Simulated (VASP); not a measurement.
# Sr (Im-3m) in VASP: further runs, part 2 of 2

VASP 6.6.1. Earlier steps stand in the parts before.

## 4. Relaxation of cell and atoms, PBE

Input file INCAR:

```
SYSTEM = Sr
ALGO     = Normal         ! electronic algorithm
EDIFF    = 1E-6           ! SCF threshold, eV
EDIFFG   = -0.005         ! ionic threshold
ENCUT    = 600            ! plane-wave cutoff, eV
GGA      = PE             ! functional
IBRION   = 2              ! ionic algorithm
ISIF     = 3              ! what is computed and relaxed
ISMEAR   = -1             ! smearing method
LASPH    = .TRUE.         ! aspherical terms in the spheres
LCHARG   = .FALSE.        ! write CHGCAR
LREAL    = .FALSE.        ! projectors in reciprocal space
LWAVE    = .FALSE.        ! write WAVECAR
NELM     = 60             ! most SCF steps
NSW      = 45             ! ionic steps
PREC     = Accurate       ! precision mode
SIGMA    = 0.05           ! smearing width, eV
```

Input file KPOINTS:

```
k-points
0
G
  12 12 12
  0 0 0
```

Input file POSCAR:

```
Sr
1.0
   -2.3790106022      2.3790106022      2.3790106022
    2.3790106022     -2.3790106022      2.3790106022
    2.3790106022      2.3790106022     -2.3790106022
Sr
1
Direct
    0.0000000000      0.0000000000      0.0000000000
```

Potentials or basis: VASP PAW PBE potentials, release 64 (Sr_sv).

Started as:

```console
cat potpaw_PBE.64/Sr_sv/POTCAR > POTCAR
mpirun -np 1 vasp_std > vasp.out
```

OUTCAR:

```text
SYSTEM = Sr
   EDIFF = 1E-6
   EDIFFG = -0.005
   ENCUT = 600
   GGA = PE
   IBRION = 2
   ISIF = 3
   ISMEAR = -1
   LASPH = .TRUE.
   LREAL = .FALSE.
   NELM = 60
   NSW = 45
   PREC = Accurate

 ion  position               nearest neighbor table
   1  0.000  0.000  0.000-

  LATTYP: Found a body centered cubic cell.
 ALAT       =     4.7580212044

  Lattice vectors:

 A1 = (  -2.3790106022,   2.3790106022,   2.3790106022)
 A2 = (   2.3790106022,  -2.3790106022,   2.3790106022)
 A3 = (   2.3790106022,   2.3790106022,  -2.3790106022)

Analysis of symmetry for initial positions (statically):
=====================================================================
 Subroutine PRICEL returns:
 Original cell was already a primitive cell.

 Routine SETGRP: Setting up the symmetry group for a
 body centered cubic supercell.

 Subroutine GETGRP returns: Found 48 space group operations
 (whereof 48 operations were pure point group operations)
 out of a pool of 48 trial point group operations.
[... 165 lines left out ...]
 cond. band min:       1.6748654360   @ k =   0.5000   0.5000   0.2500
 fundamental gap:      0.0140966396
 Fermi energy:         1.6649856464

 k-point     1 :       0.0000    0.0000    0.0000
  band No.  band energies     occupation
      1     -34.9147      2.00000
      2     -16.7971      2.00000
      3     -16.7971      2.00000
      4     -16.7971      2.00000
      5      -2.0147      2.00000
      6       4.0593      0.00000
      7       4.0593      0.00000
      8       4.0593      0.00000
      9       5.4034      0.00000
[... 265 lines left out ...]
 k-point    24 :       0.4167    0.0833    0.0833
  band No.  band energies     occupation
      1     -34.8976      2.00000
      2     -16.9954      2.00000
      3     -16.8764      2.00000
      4     -16.8111      2.00000
      5       0.8936      2.00000
      6       1.8919      0.02116
      7       2.6767      0.00000
      8       5.3332      0.00000
      9       5.9309      0.00000

 [... further k-points ...]

------------------------ aborting loop because EDIFF is reached ----------------------------------------

  FORCE on cell =-STRESS in cart. coord.  units (eV):
  Direction    XX          YY          ZZ          XY          YZ          ZX
  --------------------------------------------------------------------------------------
  -------------------------------------------------------------------------------------
  Total        0.0020663      0.0020663      0.0020663     -0.0000000     -0.0000000     -0.0000000
  in kB        0.0614678      0.0614678      0.0614678     -0.0000000     -0.0000000     -0.0000000
  external PRESSURE =       0.0614678 kB  Pullay stress =       0.0000000 kB

 VOLUME and BASIS-vectors are now :
 -----------------------------------------------------------------------------
  energy-cutoff  :      600.00
  volume of cell :       53.86
      direct lattice vectors                 reciprocal lattice vectors
    -2.379010602  2.379010602  2.379010602     0.000000000  0.210171405  0.210171405
     2.379010602 -2.379010602  2.379010602     0.210171405  0.000000000  0.210171405
     2.379010602  2.379010602 -2.379010602     0.210171405  0.210171405  0.000000000

 POSITION                                       TOTAL-FORCE (eV/Angst)
 -----------------------------------------------------------------------------------
      0.00000      0.00000      0.00000        -0.000000      0.000000     -0.000000
 -----------------------------------------------------------------------------------
    total drift:                               -0.000000      0.000000      0.000000

  FREE ENERGIE OF THE ION-ELECTRON SYSTEM (eV)
  ---------------------------------------------------
  free  energy   TOTEN  =        -1.6359448203 eV

  energy  without entropy=       -1.6255200360  energy(sigma->0) =       -1.63073243

 reached required accuracy - stopping structural energy minimisation
```

CONTCAR:

```text
Sr
   1.00000000000000
    -2.3790106022000002    2.3790106022000002    2.3790106022000002
     2.3790106022000002   -2.3790106022000002    2.3790106022000002
     2.3790106022000002    2.3790106022000002   -2.3790106022000002
  Sr
     1
Direct
     0.0000000000000000    0.0000000000000000    0.0000000000000000

  0.00000000E+00  0.00000000E+00  0.00000000E+00
```

Wall time 36 s (1 thread of Intel Xeon 8259CL, shared host); peak memory 0.22 GiB.

What came out:

| Quantity | Value |
| --- | --- |
| Free energy | -1.6359 eV |
| Pressure after relaxing | 0.0 GPa |
| Band gap on the k mesh | zero (bands 5 and 6 overlap by 0.51 eV) |

Final structure:
```cif
data_structure
_symmetry_space_group_name_H-M 'P 1'
_symmetry_Int_Tables_number 1
_cell_length_a 4.1206
_cell_length_b 4.1206
_cell_length_c 4.1206
_cell_angle_alpha 109.471
_cell_angle_beta 109.471
_cell_angle_gamma 109.471
_cell_volume 53.86
loop_
_atom_site_label
_atom_site_type_symbol
_atom_site_fract_x
_atom_site_fract_y
_atom_site_fract_z
_atom_site_occupancy
Sr1 Sr 0.00000 0.00000 0.00000 1
```

Levels at points of the mesh, in eV from the Fermi level:
| k point | band 3 | band 4 | band 5 | band 6 | band 7 | band 8 |
| --- | --- | --- | --- | --- | --- | --- |
| (0.00, 0.00, 0.00) | -18.46 | -18.46 | -3.68 | 2.39 | 2.39 | 2.39 |
| (0.50, 0.00, 0.00) | -18.53 | -18.46 | -1.02 | 0.25 | 1.21 | 3.56 |
| (0.50, 0.50, 0.50) | -18.61 | -18.61 | -0.17 | -0.17 | 3.70 | 3.70 |

## 5. Relaxation of cell and atoms, PBE

This run uses another cell than the first one, of 55.04 Å³/atom.

Input file INCAR:

```
SYSTEM = Sr
  ALGO = Normal
  EDIFF = 1E-6
  EDIFFG = -0.005
  ENCUT = 600
  GGA = PE
  IBRION = 2
  ISIF = 3
  ISMEAR = -1
  LASPH = .TRUE.
  LCHARG = .FALSE.
  LREAL = .FALSE.
  LWAVE = .FALSE.
  NELM = 100
  NSW = 60
  PREC = Accurate
  SIGMA = 0.05
```

KPOINTS is that of step 4.

Input file POSCAR:

```
Sr
1.0
   -2.3962905660      2.3962905660      2.3962905660
    2.3962905660     -2.3962905660      2.3962905660
    2.3962905660      2.3962905660     -2.3962905660
Sr
1
Direct
    0.0000000000      0.0000000000      0.0000000000
```

Potentials or basis: VASP PAW PBE potentials, release 64 (Sr_sv).

Started as:

```console
cat potpaw_PBE.64/Sr_sv/POTCAR > POTCAR
mpirun -np 1 vasp_std > vasp.out
```

OUTCAR:

```text
SYSTEM = Sr
   EDIFF = 1E-6
   EDIFFG = -0.005
   ENCUT = 600
   GGA = PE
   IBRION = 2
   ISIF = 3
   ISMEAR = -1
   LASPH = .TRUE.
   LREAL = .FALSE.
   NELM = 100
   NSW = 60
   PREC = Accurate

 ion  position               nearest neighbor table
   1  0.000  0.000  0.000-

  LATTYP: Found a body centered cubic cell.
 ALAT       =     4.7925811320

  Lattice vectors:

 A1 = (  -2.3962905660,   2.3962905660,   2.3962905660)
 A2 = (   2.3962905660,  -2.3962905660,   2.3962905660)
 A3 = (   2.3962905660,   2.3962905660,  -2.3962905660)

Analysis of symmetry for initial positions (statically):
=====================================================================
 Subroutine PRICEL returns:
 Original cell was already a primitive cell.

 Routine SETGRP: Setting up the symmetry group for a
 body centered cubic supercell.

 Subroutine GETGRP returns: Found 48 space group operations
 (whereof 48 operations were pure point group operations)
 out of a pool of 48 trial point group operations.

The static configuration has the point symmetry O_h .

Analysis of symmetry for dynamics (positions and initial velocities):
=====================================================================
[... 167 lines left out ...]
  external PRESSURE =      -2.3603618 kB  Pullay stress =       0.0000000 kB
[... 92 lines left out ...]
--------------------------------------- Ionic step        4  -------------------------------------------

 number of electron      10.0000000 magnetization

 Free energy of the ion-electron system (eV)
  ---------------------------------------------------
  ext. energy  EPLUGINS =         0.00000000
  ---------------------------------------------------
  free energy    TOTEN  =        -1.63597280 eV

  energy without entropy =       -1.62550968  energy(sigma->0) =       -1.63074124

 E-fermi :   1.6599     XC(G=0):  -7.4061

 val. band max:        1.6569215525   @ k =  -0.4167   0.5000   0.3333
 cond. band min:       1.6694295892   @ k =   0.5000   0.5000   0.2500
 fundamental gap:      0.0125080368
 Fermi energy:         1.6599344290

 k-point     1 :       0.0000    0.0000    0.0000
  band No.  band energies     occupation
      1     -34.9241      2.00000
      2     -16.8068      2.00000
      3     -16.8068      2.00000
      4     -16.8068      2.00000
      5      -2.0176      2.00000
      6       4.0518      0.00000
      7       4.0518      0.00000
      8       4.0518      0.00000
      9       5.3939      0.00000
[... 265 lines left out ...]
 k-point    24 :       0.4167    0.0833    0.0833
  band No.  band energies     occupation
      1     -34.9072      2.00000
      2     -17.0039      2.00000
      3     -16.8857      2.00000
      4     -16.8206      2.00000
      5       0.8889      2.00000
      6       1.8845      0.02215
      7       2.6712      0.00000
      8       5.3228      0.00000
      9       5.9201      0.00000

 [... further k-points ...]

------------------------ aborting loop because EDIFF is reached ----------------------------------------

  FORCE on cell =-STRESS in cart. coord.  units (eV):
  Direction    XX          YY          ZZ          XY          YZ          ZX
  --------------------------------------------------------------------------------------
  -------------------------------------------------------------------------------------
  Total        0.0005588      0.0005588      0.0005588     -0.0000000     -0.0000000     -0.0000000
  in kB        0.0165975      0.0165975      0.0165975     -0.0000000     -0.0000000     -0.0000000
  external PRESSURE =       0.0165975 kB  Pullay stress =       0.0000000 kB
[... 16 lines left out ...]
  FREE ENERGIE OF THE ION-ELECTRON SYSTEM (eV)
  ---------------------------------------------------
  free  energy   TOTEN  =        -1.6359728028 eV

  energy  without entropy=       -1.6255096792  energy(sigma->0) =       -1.63074124

 reached required accuracy - stopping structural energy minimisation
```

Wall time 1.9 min (1 thread of Intel Xeon 8259CL, shared host); peak memory 0.23 GiB.

Results:

```
Free energy                           : -1.6360 eV
Relaxed volume                        : 53.94 Å³/atom
Relaxed cell                          : a = 4.123 Å, b = 4.123 Å, c = 4.123 Å, α = 109.47°, β = 109.47°, γ = 109.47°
Space group after relaxing (to 0.1 Å) : Im-3m (No. 229)
Energy gained by relaxing             : 0.8 meV/atom
Ionic steps                           : 4
Pressure after relaxing               : 0.0 GPa
Band gap on the k mesh                : zero (bands 5 and 6 overlap by 0.51 eV)
```

Step by step:
```csv
step,energy change (eV),largest force (eV/Å),pressure (GPa),volume (Å³)
1,0.0000,0.0000,-0.24,55.04
2,-0.0007,0.0000,-0.09,54.40
3,-0.0008,0.0000,-0.03,54.08
4,-0.0008,0.0000,0.00,53.94
```

Final structure:
```
CELL_PARAMETERS angstrom
-2.38026 2.38026 2.38026
2.38026 -2.38026 2.38026
2.38026 2.38026 -2.38026
ATOMIC_POSITIONS crystal
Sr 0.00000 0.00000 0.00000
```

## 6. Summary

```csv
task,cell,cutoff (eV),gap on the mesh (eV),pressure (GPa),relaxed volume (Å³/atom)
single point,"a = 4.121 Å, angles 109.5°, 1 atom",520,none,0.0,-
relaxation of cell and atoms,"relaxed from a = 4.121 Å, angles 109.5°, 1 atom",600,none,0.0,53.86
relaxation of cell and atoms,"relaxed from a = 4.150 Å, angles 109.5°, 1 atom",600,none,0.0,53.94
```

Alike in all rows: level PBE; potentials or basis VASP PAW PBE potentials, release 64 (Sr_sv); no spin polarisation; k mesh 12 × 12 × 12; smearing fermi-dirac 0.05 eV.

Absolute energies hang on the potentials; compare differences alone.
